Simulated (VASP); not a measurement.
Here is a VASP 6.6.1 calculation.

Contents of INCAR:

```
PREC = Accurate
ENCUT = 520
EDIFF = 1E-6
ISMEAR = 0
SIGMA = 0.1
LREAL = False
LASPH = True
NELM = 100
ALGO = Normal
ISIF = 2
LWAVE = False
LCHARG = False
GGA = PS
NBANDS = 48
```

File KPOINTS:

```
regular mesh
0
Gamma
  12 12 8
```

Contents of POSCAR:

```
Ti6O
1.0
    5.1300000000      0.0000000000      0.0000000000
   -2.5650000000      4.4427103214      0.0000000000
    0.0000000000      0.0000000000      4.7400000000
Ti O
6 1
Direct
    0.3298027876      0.0000000000      0.2590778310
    0.0000000000      0.3298027876      0.2590778310
    0.6701972124      0.6701972124      0.2590778310
    0.0000000000      0.6701972124      0.7409221690
    0.6701972124      0.0000000000      0.7409221690
    0.3298027876      0.3298027876      0.7409221690
    0.0000000000      0.0000000000      0.0000000000
```

Potentials or basis: VASP PAW PBE potentials, release 64 (Ti_sv, O).

Launch:

```sh
$ cat potpaw_PBE.64/Ti_sv/POTCAR potpaw_PBE.64/O/POTCAR > POTCAR
$ mpirun -np 1 vasp_std > vasp.out
```

(1) Predict the band gap on the k mesh.

(2) What does it give for the pressure?

(3) What does it give for the largest force?

Answers

(1) zero (bands 39 and 40 overlap by 0.53 eV).

(2) -5.4 GPa.

(3) 0.036 eV/Å.

Caveat: the cell stands under tension; the PAW data sets were made with another functional, which shifts forces and pressure a little.
